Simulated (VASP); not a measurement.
## Sr3N: single point with PBE

Crystal: Sr3N.

```
Sr N
1.0
    -2.30430    2.30430    5.70995
     2.30430   -2.30430    5.70995
     2.30430    2.30430   -5.70995
Sr N
3 1
Direct
  0.50000 0.50000 0.00000
  0.25000 0.75000 0.50000
  0.75000 0.25000 0.50000
  0.00000 0.00000 0.00000
```

```json
{"Program": "VASP 6.6.1", "Task": "single point", "Functional": "PBE", "Potentials or basis": "VASP PAW PBE potentials, release 64 (Sr_sv, N)", "Cutoff": "520 eV", "k mesh": "14 × 14 × 14", "Occupations": "gaussian, width 0.1 eV", "Spin": "no spin polarisation", "Dipole correction": "no", "Further INCAR settings": "ALGO = Normal; EDIFF = 1e-07; NBANDS = 26"}
```

```yaml
Pressure: 0.1 GPa
Band_gap_on_the_k_mesh: zero (an odd number of electrons rules out a gap without spin polarisation)
```

Levels at points of the mesh, in eV from the Fermi level:
```tsv
k point	band 15	band 16	band 17	band 18	band 19	band 20	band 21	band 22
(0.00, 0.00, 0.00)	-1.55	-0.71	-0.71	-0.32	0.39	0.62	1.99	2.32
(0.50, 0.00, 0.00)	-1.52	-0.93	-0.25	-0.08	1.61	1.80	2.06	2.28
(0.50, 0.50, 0.00)	-1.24	-1.02	-0.54	-0.24	0.82	1.07	1.87	2.10
(0.50, 0.50, 0.50)	-1.46	-0.48	-0.48	-0.05	0.70	0.70	0.77	0.77
```

Run time: 25 min on 1 thread of Intel(R) Xeon(R) Platinum 8488C (Sapphire Rapids), on a shared host, peak memory 0.81 GiB.
